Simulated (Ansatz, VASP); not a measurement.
Two plane-wave programs on AgCl

```xyz
2
Lattice="0.0000 2.9933 2.9933 3.0681 0.0000 2.9933 3.0681 2.9933 0.0000" Properties=species:S:1:pos:R:3 pbc="T T T"
Ag    0.0000    0.0000    0.0000
Cl    1.5340    1.4966    1.4966
```

Change from the starting cell: uniaxial_x strain +2.5%.

Alike in both runs: task single point; functional r2SCAN; k mesh 8 × 8 × 8; no spin polarisation.

|  | VASP | Ansatz |
| --- | --- | --- |
| version | VASP 6.6.1 | Ansatz 0.2.0 |
| potentials or method | VASP PAW PBE potentials, release 64 (Ag, Cl) | plane waves, PAW |
| plane-wave cutoff (eV) | 520 | 500 |
| occupations | gaussian, width 0.01 eV | fixed |
| valence electrons in the cell | 18 | 26 |

```tsv
	VASP	Ansatz	Ansatz less VASP
gap on the k mesh at the Fermi level (eV)	1.62	1.67	+0.047
pressure (GPa)	-0.9	-0.8	+0.06
```

VASP's potentials were made for PBE, not for r2SCAN. VASP's potentials hold 18 valence electrons a cell and Ansatz's 26, so a difference there can come from the potentials and not from the codes.
